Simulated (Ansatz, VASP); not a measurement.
One calculation of TiC, two programs

```
Ti C
1.0
     0.00000    2.14675    2.14675
     2.14675    0.00000    2.14675
     2.14675    2.14675    0.00000
Ti C
1 1
Direct
  0.00000 0.00000 0.00000
  0.50000 0.50000 0.50000
```

Alike in both runs: functional PBEsol; k mesh 14 × 14 × 14; occupations fermi-dirac, width 0.1 eV; no spin polarisation.

Ansatz relaxed the structure, and its values are those at the end. VASP's run is a single point on that final structure, the one shown.

|  | VASP | Ansatz |
| --- | --- | --- |
| version | VASP 6.6.1 | Ansatz 0.2.0 |
| potentials or method | VASP PAW PBE potentials, release 64 (Ti_sv, C) | PAW with Ansatz's default frozen-core files, scalar-relativistic |
| plane-wave cutoff (eV) | 520 | 420 |
| valence electrons in the cell | 16 | 16 |

```tsv
	VASP	Ansatz	Ansatz less VASP
pressure (GPa)	0.3	0.0	-0.28
```

VASP's potentials were made for PBE, not for PBEsol. The functional is the same, so the differences come from potentials, cutoffs and numerics.
